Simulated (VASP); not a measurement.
Here is a VASP 6.6.1 calculation.

Contents of INCAR:

```
ALGO = Normal
EDIFF = 1E-6
EDIFFG = -0.01
ENCUT = 600
GGA = RE
IBRION = 2
ISIF = 3
ISMEAR = -1
IVDW = 12
LASPH = T
LCHARG = F
LREAL = F
LWAVE = F
NELM = 100
NSW = 60
PREC = Accurate
SIGMA = 0.05
```

File KPOINTS:

```
k-points
0
Gamma
  12 12 12
```

File POSCAR:

```
Zn
1.0
    0.0000000000      1.9647760000      1.9647760000
    1.9647760000      0.0000000000      1.9647760000
    1.9647760000      1.9647760000      0.0000000000
Zn
1
Direct
    0.0000000000      0.0000000000      0.0000000000
```

Potentials or basis: VASP PAW PBE potentials, release 64 (Zn).

Command:

```sh
$ cat potpaw_PBE.64/Zn/POTCAR > POTCAR
$ mpirun -np 1 vasp_std > vasp.out
```

Predict the relaxed volume.

13.88 Å³/atom.

Estimate the relaxed cell.

a = 2.698 Å, b = 2.698 Å, c = 2.698 Å, α = 60.00°, β = 60.00°, γ = 60.00°.

Final structure:
```xyz
1
Lattice="0.0000 1.9074 1.9074 1.9074 0.0000 1.9074 1.9074 1.9074 0.0000" Properties=species:S:1:pos:R:3 pbc="T T T"
Zn    0.0000    0.0000    0.0000
```

Caveat: the PAW data sets were made with another functional, which shifts forces and pressure a little.
